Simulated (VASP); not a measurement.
# Ni2Ge (P6_3/mmc) in VASP: a series of runs

Runs on Ni2Ge. Level: r2SCAN. Tasks: single point.

Program: VASP 6.6.1. These are calculated values, not measurements. Logs are shortened: lines on timing, memory, paths and dates and some standing lists are left out, and cuts for length are marked.

## Step 1: The cell of the first run

It takes space group P6_3/mmc (No. 194, hexagonal). Conventional cell: a = 3.938 Å, b = 3.938 Å, c = 4.987 Å, α = 90.00°, β = 90.00°, γ = 120.00°. Ni (site symmetry -6m2) has 5 Ge at 2.27 to 2.49 Å and 6 Ni at 2.59 Å within 3.0 Å. Ni (site symmetry -3m) has 8 Ni at 2.49 to 2.59 Å and 6 Ge at 2.59 Å within 3.3 Å. Within 3.0 Å of Ge (site symmetry -6m2) lie 11 Ni at 2.27 to 2.59 Å.

## Step 2: Single point, r2SCAN (equal strain along all axes, cell held: -1.0 %)

POSCAR reads:

```
Ni2Ge
1.0
    3.9383591180      0.0000000000      0.0000000000
   -1.9691795590      3.4107190454      0.0000000000
    0.0000000000      0.0000000000      4.9870018148
Ni Ge
4 2
Direct
    0.6666666667      0.3333333333      0.2500000000
    0.3333333333      0.6666666667      0.7500000000
    0.0000000000      0.0000000000      0.0000000000
    0.0000000000      0.0000000000      0.5000000000
    0.6666666667      0.3333333333      0.7500000000
    0.3333333333      0.6666666667      0.2500000000
```

INCAR.step1 reads:

```
SYSTEM = Ni2Ge
PREC = Accurate
ENCUT = 520
ISMEAR = 0
SIGMA = 0.1
LREAL = .FALSE.
LASPH = .TRUE.
NELM = 60
NBANDS = 43
GGA = PE
ALGO = Normal
EDIFF = 1E-4
LWAVE = .TRUE.
LCHARG = .FALSE.
```

INCAR.step2 reads:

```
SYSTEM = Ni2Ge
PREC = Accurate
ENCUT = 520
EDIFF = 1E-6
ISMEAR = 0
SIGMA = 0.1
LREAL = .FALSE.
LASPH = .TRUE.
NELM = 60
ALGO = Normal
ISIF = 2
LWAVE = .FALSE.
LCHARG = .FALSE.
METAGGA = R2SCAN
LMIXTAU = .TRUE.
NBANDS = 43
ISTART = 1
```

KPOINTS reads:

```
regular mesh
0
G
  12 12 8
  0 0 0
```

Potentials or basis: VASP PAW PBE potentials, release 64 (Ni, Ge_d).

Launch:

```
cat potpaw_PBE.64/Ni/POTCAR potpaw_PBE.64/Ge_d/POTCAR > POTCAR
cp INCAR.step1 INCAR
mpirun -np 1 vasp_std > vasp.out
cp INCAR.step2 INCAR
mpirun -np 1 vasp_std > vasp.out
```

OUTCAR:

```text
SYSTEM = Ni2Ge
   PREC = Accurate
   ENCUT = 520
   EDIFF = 1E-6
   ISMEAR = 0
   LREAL = .FALSE.
   LASPH = .TRUE.
   NELM = 60
   ISIF = 2
   METAGGA = R2SCAN
   ISTART = 1

 ion  position               nearest neighbor table
   1  0.667  0.333  0.250-   6 2.27   6 2.27   6 2.27   5 2.49   5 2.49   3 2.59   4 2.59   3 2.59
                             4 2.59   3 2.59   4 2.59
   2  0.333  0.667  0.750-   5 2.27   5 2.27   5 2.27   6 2.49   6 2.49   3 2.59   4 2.59   4 2.59
                             3 2.59   4 2.59   3 2.59
   3  0.000  0.000  0.000-   4 2.49   4 2.49   1 2.59   5 2.59   6 2.59   2 2.59   2 2.59   6 2.59
                             1 2.59   5 2.59   1 2.59   5 2.59   2 2.59   6 2.59
   4  0.000  0.000  0.500-   3 2.49   3 2.49   1 2.59   5 2.59   6 2.59   2 2.59   2 2.59   6 2.59
                             1 2.59   5 2.59   1 2.59   5 2.59   2 2.59   6 2.59
   5  0.667  0.333  0.750-   2 2.27   2 2.27   2 2.27   1 2.49   1 2.49   3 2.59   4 2.59   3 2.59
                             4 2.59   3 2.59   4 2.59
   6  0.333  0.667  0.250-   1 2.27   1 2.27   1 2.27   2 2.49   2 2.49   3 2.59   4 2.59   4 2.59
                             3 2.59   4 2.59   3 2.59

  LATTYP: Found a hexagonal cell.
 ALAT       =     3.9383591180
 C/A-ratio  =     1.2662638590

  Lattice vectors:

 A1 = (   3.9383591180,   0.0000000000,   0.0000000000)
 A2 = (  -1.9691795590,   3.4107190454,   0.0000000000)
 A3 = (   0.0000000000,   0.0000000000,   4.9870018148)

Analysis of symmetry for initial positions (statically):
=====================================================================
 Subroutine PRICEL returns:
 Original cell was already a primitive cell.

 Routine SETGRP: Setting up the symmetry group for a
 hexagonal supercell.

 Subroutine GETGRP returns: Found 24 space group operations
 (whereof 12 operations were pure point group operations)
 out of a pool of 24 trial point group operations.

The static configuration has the point symmetry D_3d.
 The point group associated with its full space group is D_6h.

Analysis of symmetry for dynamics (positions and initial velocities):
=====================================================================
 Subroutine PRICEL returns:
 Original cell was already a primitive cell.

 Routine SETGRP: Setting up the symmetry group for a
 hexagonal supercell.

 Subroutine GETGRP returns: Found 24 space group operations
 (whereof 12 operations were pure point group operations)
 out of a pool of 24 trial point group operations.

[... 107 lines left out ...]
   ENCUT  =  520.0 eV  38.22 Ry    6.18 a.u.   7.32  7.32  9.27*2*pi/ulx,y,z
   NELM   =     60;   NELMIN=  2; NELMDL=  0     # of ELM steps
   EDIFF  = 0.1E-05   stopping-criterion for ELM
   LREAL  =      F    real-space projection
   EDIFFG = 0.1E-04   stopping-criterion for IOM
   NSW    =      0    number of steps for IOM
   IBRION =     -1    ionic relax: 0-MD 1-quasi-New 2-CG
   NFREE  =      0    steps in history (QN), initial steepest desc. (CG)
   ISIF   =      2    stress and relaxation
   ISYM   =      2    0-nonsym 1-usesym 2-fastsym
   POTIM  = 0.5000    time-step for ionic-motion
   TEBEG  =    0.0;   TEEND  =   0.0 temperature during run
   PSTRESS=    0.0 pullay stress
   NELECT =      68.0000    total number of electrons
   NUPDOWN=      -1.0000    fix difference up-down
   EMIN   =  10.00;   EMAX   =-10.00  energy-range for DOS
   EFERMI =   0.00;   METHOD = LEGACY
   ISMEAR =     0;   SIGMA  =   0.10  broadening in eV -4-tet -1-fermi 0-gaus
   EFERMI_NEDOS =   21; number of points for ismear=-14 and -15
   IALGO  =     38    algorithm
   IMIX   =      4    mixing-type and parameters
     AMIX     =   0.40;   BMIX     =  1.00
     AMIX_MAG =   1.60;   BMIX_MAG =  1.00
  volume/ion in A,a.u.               =      11.16        75.34
  Fermi-wavevector in a.u.,A,eV,Ry     =   1.645297  3.109160 36.830984  2.707001
  Thomas-Fermi vector in A             =   2.735118
   LORBIT       =      0    0 simple, 1 ext, 2 COOP (PROOUT), +10 PAW based schemes
   METAGGA = R2SCAN    functional components
   LHFCALC =     F    Hartree Fock is set to
   AEXX    =    0.0000 exact exchange contribution
   IVDW    =     0    specifies the selected vdW correction
   LEPSILON=     F    determine dielectric tensor
   LRPA    =     F    only Hartree local field effects (RPA)
 non-spin polarized calculation
 Gauss-broadening in eV      SIGMA  =   0.10
  energy-cutoff  :      520.00
  volume of cell :       66.99
 maximum number of plane-waves:      1830
 NGX is ok and might be reduce to    30
   NGX = 15   NGY = 15   NGZ = 19

 number of electron      68.0000030 magnetization

 Free energy of the ion-electron system (eV)
  ---------------------------------------------------
  ext. energy  EPLUGINS =         0.00000000
  ---------------------------------------------------
  free energy    TOTEN  =       -76.98613810 eV

  energy without entropy =      -76.96848675  energy(sigma->0) =      -76.97731243

 E-fermi :  10.6280     XC(G=0): -14.7739

 val. band max:       10.6214883347   @ k =   0.1667   0.0000   0.0000
 cond. band min:      10.6308485721   @ k =   0.1667   0.1667   0.3750
 fundamental gap:      0.0093602374
 Fermi energy:        10.6280270232

 k-point     1 :       0.0000    0.0000    0.0000
  band No.  band energies     occupation
      1     -15.0145      2.00000
      2     -15.0039      2.00000
      3     -14.9823      2.00000
      4     -14.9822      2.00000
      5     -14.9460      2.00000
      6     -14.9460      2.00000
[... 1093 lines left out ...]
     42      18.6209      0.00000
     43      19.9354      0.00000

 [... further k-points ...]
[... 5 lines left out ...]
  --------------------------------------------------------------------------------------
  -------------------------------------------------------------------------------------
  Total        2.9723901      2.9723901      2.4645376      0.0000000     -0.0000000      0.0000000
  in kB       71.0911591     71.0911591     58.9447647      0.0000000     -0.0000000      0.0000000
  external PRESSURE =      67.0423610 kB  Pullay stress =       0.0000000 kB

 VOLUME and BASIS-vectors are now :
 -----------------------------------------------------------------------------
  energy-cutoff  :      520.00
  volume of cell :       66.99
      direct lattice vectors                 reciprocal lattice vectors
     3.938359118  0.000000000  0.000000000     0.253912853  0.146596654  0.000000000
    -1.969179559  3.410719045  0.000000000     0.000000000  0.293193308  0.000000000
     0.000000000  0.000000000  4.987001815     0.000000000  0.000000000  0.200521283

 POSITION                                       TOTAL-FORCE (eV/Angst)
 -----------------------------------------------------------------------------------
      1.96918      1.13691      1.24675         0.000000     -0.000000     -0.000000
     -0.00000      2.27381      3.74025        -0.000000      0.000000      0.000000
      0.00000      0.00000      0.00000         0.000000      0.000000      0.000000
      0.00000      0.00000      2.49350         0.000000      0.000000      0.000000
      1.96918      1.13691      3.74025         0.000000      0.000000     -0.000000
     -0.00000      2.27381      1.24675        -0.000000     -0.000000     -0.000000
 -----------------------------------------------------------------------------------
    total drift:                               -0.000000     -0.000000      0.000000

  FREE ENERGIE OF THE ION-ELECTRON SYSTEM (eV)
  ---------------------------------------------------
  free  energy   TOTEN  =       -76.9861381007 eV

  energy  without entropy=      -76.9684867541  energy(sigma->0) =      -76.97731243
```

OUTCAR.step1:

```text
SYSTEM = Ni2Ge
   PREC = Accurate
   ENCUT = 520
   ISMEAR = 0
   LREAL = .FALSE.
   LASPH = .TRUE.
[... 1350 lines left out ...]
      0.00000      0.00000      2.49350        -0.000000      0.000000      0.000000
      1.96918      1.13691      3.74025        -0.000000      0.000000      0.000000
     -0.00000      2.27381      1.24675         0.000000     -0.000000     -0.000000
 -----------------------------------------------------------------------------------
    total drift:                               -0.000000     -0.000000      0.000000

  FREE ENERGIE OF THE ION-ELECTRON SYSTEM (eV)
  ---------------------------------------------------
  free  energy   TOTEN  =       -32.3993313251 eV

  energy  without entropy=      -32.3806381683  energy(sigma->0) =      -32.38998475
```

OSZICAR.step1:

```text
N       E                     dE             d eps       ncg     rms          rms(c)
DAV:   1     0.596311025142E+03    0.59631E+03   -0.29250E+04  9409   0.390E+03
DAV:   2     0.658769090178E+02   -0.53043E+03   -0.50681E+03  8170   0.719E+02
DAV:   3    -0.310197952106E+02   -0.96897E+02   -0.93431E+02  8200   0.224E+02
DAV:   4    -0.360000723169E+02   -0.49803E+01   -0.49443E+01  9125   0.603E+01
DAV:   5    -0.361060697235E+02   -0.10600E+00   -0.10595E+00 10036   0.846E+00    0.203E+01
DAV:   6    -0.363705183025E+02   -0.26445E+00   -0.42193E+01 10347   0.790E+01    0.187E+01
DAV:   7    -0.328298423312E+02    0.35407E+01   -0.13893E+01  9057   0.744E+01    0.101E+01
DAV:   8    -0.327133119380E+02    0.11653E+00   -0.49040E+00  9410   0.454E+01    0.674E+00
DAV:   9    -0.324227925500E+02    0.29052E+00   -0.11016E+00 10237   0.229E+01    0.188E+00
DAV:  10    -0.323996594304E+02    0.23133E-01   -0.25820E-01  8981   0.573E+00    0.551E-01
DAV:  11    -0.323992755514E+02    0.38388E-03   -0.28102E-02  9012   0.201E+00    0.273E-01
DAV:  12    -0.323994737093E+02   -0.19816E-03   -0.32203E-03  8020   0.974E-01    0.152E-01
DAV:  13    -0.323993249484E+02    0.14876E-03   -0.77906E-04  7974   0.512E-01    0.304E-02
DAV:  14    -0.323993313251E+02   -0.63767E-05   -0.11819E-04  4608   0.114E-01
   1 F= -.32399331E+02 E0= -.32389985E+02  d E =-.186932E-01
```

Wall time 9.3 min (1 thread of Intel Xeon 6975P-C (Granite Rapids), shared host); peak memory 0.35 GiB.

Results:

| Property | Result |
| --- | --- |
| Free energy | -76.9861 eV |
| Pressure | 6.7 GPa |
| Band gap on the k mesh | zero (bands 34 and 35 overlap by 3.25 eV) |

Caveat: the cell differs from its parent crystal (equal strain along all axes, cell held: -1.0 %); the cell stands under pressure; the PAW data sets were made with another functional, which shifts forces and pressure a little. Spin polarisation is off, so any magnetic state and its effect on volume and gap are missing.

## Step 3: Single point, r2SCAN

This run uses another cell than the first one, of 11.51 Å³/atom.

POSCAR: that of step 2 with these lines changed.

```diff
@@ -2,5 +2,5 @@
 1.0
-    3.9383591180      0.0000000000      0.0000000000
-   -1.9691795590      3.4107190454      0.0000000000
-    0.0000000000      0.0000000000      4.9870018148
+    3.9781405232      0.0000000000      0.0000000000
+   -1.9890702616      3.4451707530      0.0000000000
+    0.0000000000      0.0000000000      5.0373755705
 Ni Ge
```

INCAR.step1 reads:

```
PREC = Accurate ; ENCUT = 520
ISMEAR = 0 ; SIGMA = 0.1
LREAL = F ; LASPH = T
NELM = 80 ; NBANDS = 43
GGA = PE ; ALGO = Normal
EDIFF = 1E-4 ; LWAVE = T
LCHARG = F
```

INCAR.step2 reads:

```
PREC = Accurate ; ENCUT = 520
EDIFF = 1E-6 ; ISMEAR = 0
SIGMA = 0.1 ; LREAL = F
LASPH = T ; NELM = 80
ALGO = Normal ; ISIF = 2
LWAVE = F ; LCHARG = T
METAGGA = R2SCAN ; LMIXTAU = T
LELF = T ; LVHAR = T
NBANDS = 43 ; ISTART = 1
```

KPOINTS reads:

```
Automatic mesh
0
Gamma
  12 12 8
```

Potentials or basis: VASP PAW PBE potentials, release 64 (Ni, Ge_d).

Launch:

```
cat potpaw_PBE.64/Ni/POTCAR potpaw_PBE.64/Ge_d/POTCAR > POTCAR
cp INCAR.step1 INCAR
mpirun -np 1 vasp_std > vasp.out
cp INCAR.step2 INCAR
mpirun -np 1 vasp_std > vasp.out
```

Wall time 9.7 min (1 thread of Intel Xeon 6975P-C (Granite Rapids), shared host); peak memory 0.35 GiB.

The run converged. Its results:

* Free energy: -77.0297 eV
* Pressure: 0.2 GPa
* Band gap on the k mesh: zero (bands 34 and 35 overlap by 3.09 eV)

Stress tensor (GPa, compression positive):
```
0.25 0.00 0.00
0.00 0.25 0.00
0.00 0.00 0.10
```

Levels at points of the mesh, in eV from the Fermi level:
```tsv
k point	band 32	band 33	band 34	band 35	band 36	band 37
(0.00, 0.00, 0.00)	-0.61	0.10	2.48	2.80	2.80	3.01
(0.50, 0.00, 0.00)	-1.20	-1.04	-0.67	-0.56	0.77	1.81
(0.00, 0.00, 0.50)	-1.17	1.64	1.64	3.36	3.36	3.36
(0.50, 0.00, 0.50)	-1.22	-0.87	-0.87	0.92	0.92	2.73
```

Caveat: the PAW data sets were made with another functional, which shifts forces and pressure a little. Spin polarisation is off, so any magnetic state and its effect on volume and gap are missing.

[end of part 1 of 2]
